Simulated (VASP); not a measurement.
BAs:

```
CELL_PARAMETERS angstrom
0.00000 2.38850 2.38850
2.38850 0.00000 2.38850
2.38850 2.38850 0.00000
ATOMIC_POSITIONS crystal
As 0.75000 0.75000 0.75000
B 0.00000 0.00000 0.00000
```

Program: VASP 6.6.1. Alike in all runs: task single point; potentials or basis VASP PAW PBE potentials, release 64 (As, B); no spin polarisation; cell as given; cutoff (eV) 520. Hardware: 1 thread of Intel(R) Xeon(R) Platinum 8259CL CPU @ 2.50GHz (Skylake/Cascade Lake) (shared host).

Order these runs on this cell by their wall time, lowest first.
A. level PBE; k mesh 7 × 7 × 7; smearing gaussian 0.1 eV
B. level HSE06; k mesh 5 × 5 × 5; smearing fermi-dirac 0.1 eV; grid for exact exchange (PRECFOCK) Normal; screening parameter 0.2079 1/Å
C. level PBE; k mesh 10 × 10 × 10; smearing gaussian 0.022 eV

A (9.1 s), C (22 s), B (200 s).

Caveats: some runs use coarse meshes.
